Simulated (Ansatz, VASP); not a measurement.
**W: VASP beside Ansatz**

```xyz
1
Lattice="-1.5679 1.5679 1.5440 1.5679 -1.5679 1.5440 1.5679 1.5679 -1.5440" Properties=species:S:1:pos:R:3 pbc="T T T"
W     0.0000    0.0000    0.0000
```

Change from the starting cell: strain -0.015 along x and y, -0.030 along z, atoms carried along.

Alike in both runs: task single point; functional PBE; k mesh 26 × 26 × 26; occupations gaussian, width 0.15 eV; no spin polarisation.

|  | VASP | Ansatz |
| --- | --- | --- |
| version | VASP 6.6.1 | Ansatz 0.2.0 |
| potentials or method | VASP PAW PBE potentials, release 64 (W_sv), cutoff 520 eV | scalar-relativistic, plane waves, PAW |
| valence electrons in the cell | 14 | 14 |

|  | VASP | Ansatz | Ansatz less VASP |
| --- | --- | --- | --- |
| gap on the k mesh at the Fermi level (eV) | none | none | - |
| pressure (GPa) | 21.7 | 20.9 | -0.79 |
| traceless stress, the component that is largest in VASP (GPa) | 3.76 | 3.77 | +0.006 |

A gap of «none» marks a metal or a gap that the smearing closes. With one functional, cell and mesh, what is left measures potentials, basis and numerics.

Spin-orbit coupling is off throughout.
